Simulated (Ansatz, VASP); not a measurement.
**One calculation of Pb, two programs**

File INCAR:

```
SYSTEM = Pb
ALGO = Normal
EDIFF = 1E-6
EDIFFG = -0.002
ENCUT = 600
GGA = PS
IBRION = 2
ISIF = 3
ISMEAR = -1
LASPH = .TRUE.
LCHARG = .FALSE.
LREAL = .FALSE.
LWAVE = .FALSE.
NELM = 80
NSW = 100
PREC = Accurate
SIGMA = 0.08
```

File KPOINTS:

```
k-points
0
G
  16 16 10
  0 0 0
```

File POSCAR:

```
Pb
1.0
    3.4800000000      0.0000000000      0.0000000000
   -1.7400000000      3.0137684052      0.0000000000
    0.0000000000      0.0000000000      5.5900000000
Pb
2
Direct
    0.3333333333      0.6666666667      0.2500000000
    0.6666666667      0.3333333333      0.7500000000
```

Input for Ansatz:

```yaml
crystal:
  lattice:
    - [3.48000000001, 0.0, 0.0]
    - [-1.74000000001, 3.01376840518, 0.0]
    - [0.0, 0.0, 5.59]
  atoms:
    - { symbol: Pb, position: [0.333333333333, 0.666666666667, 0.25] }
    - { symbol: Pb, position: [0.666666666667, 0.333333333333, 0.75] }
kpoints:
  mp_grid: { grid: [16, 16, 10] }
scf:
  occupations: { method: fermi_dirac, width: 0.08 }
hamiltonian:
  xc: pbesol
  pseudopotentials: { kind: paw }
relax:
  f_tol: 0.002
  max_steps: 80
  cell: {}
output:
  forces: true
  stress: true
```

Alike in both runs: task relaxation of cell and atoms; functional PBEsol; k mesh 16 × 16 × 10; occupations fermi-dirac, width 0.08 eV; no spin polarisation.

```csv
,VASP,Ansatz
version,VASP 6.6.1,Ansatz 0.2.0
potentials or method,"VASP PAW PBE potentials, release 64 (Pb_d)","PAW with Ansatz's default frozen-core files, scalar-relativistic"
plane-wave cutoff (eV),600,420
valence electrons in the cell,28,28
```

```tsv
	VASP	Ansatz	Ansatz less VASP
relaxed volume (Å³/atom)	29.86	29.87	+0.015
relaxed cell length with the largest relative difference (Å)	5.767	5.771	+0.0040
```

VASP's potentials were made for PBE, not for PBEsol.

Neither program's run includes spin-orbit coupling.
